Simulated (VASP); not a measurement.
Set up this calculation in VASP 6.6.1, as the native input.

```
Task                   : relaxation of cell and atoms
Functional             : PBEsol
Potentials or basis    : VASP PAW PBE potentials, release 64 (Na_pv)
Cutoff                 : 600 eV
k mesh                 : 12 × 12 × 12
Occupations            : fermi-dirac, width 0.08 eV
Spin                   : no spin polarisation
Dipole correction      : no
Further INCAR settings : ALGO = Normal; EDIFF = 1e-06; IBRION = 2; EDIFFG = -0.005; NSW = 60; ISIF = 3
```

The structure of Na lies in POSCAR:

```
Na
1.0
    3.3953974633      0.0000000000      0.0000000000
    0.0000000000      3.3953974633      0.0000000000
    0.0000000000      0.0000000000      3.3953974633
Na
1
Direct
    0.0000000000      0.0000000000      0.0000000000
```

This isn't the form of Na at room conditions, which is bcc.

These files were run (other wordings do the same):

INCAR

```
SYSTEM = Na
ALGO = Normal
EDIFF = 1E-6
EDIFFG = -0.005
ENCUT = 600
GGA = PS
IBRION = 2
ISIF = 3
ISMEAR = -1
LASPH = .True.
LCHARG = .False.
LREAL = .False.
LWAVE = .False.
NELM = 80
NSW = 60
PREC = Accurate
SIGMA = 0.08
```

KPOINTS

```
k-points
0
Gamma
  12 12 12
  0 0 0
```

Potentials or basis: VASP PAW PBE potentials, release 64 (Na_pv).

Launch:

```console
$ cat potpaw_PBE.64/Na_pv/POTCAR > POTCAR
$ mpirun -np 1 vasp_std > vasp.out
```

Results of the run:

```yaml
Relaxed_volume: 39.05 Å³/atom
Relaxed_cell: a = 3.393 Å, b = 3.393 Å, c = 3.393 Å, α = 90.00°, β = 90.00°, γ = 90.00°
Space_group_after_relaxing_to_0.1_Å: Pm-3m (No. 221)
Energy_gained_by_relaxing: 0.0 meV/atom
Ionic_steps: 2
Pressure_after_relaxing: 0.0 GPa
Band_gap_on_the_k_mesh: zero (an odd number of electrons rules out a gap without spin polarisation)
```

Caveat: the PAW data sets were made with another functional, which shifts forces and pressure a little.

It took 11 s on 1 thread of Intel(R) Xeon(R) Platinum 8559C (Emerald Rapids) (shared host), peak memory 0.16 GiB.
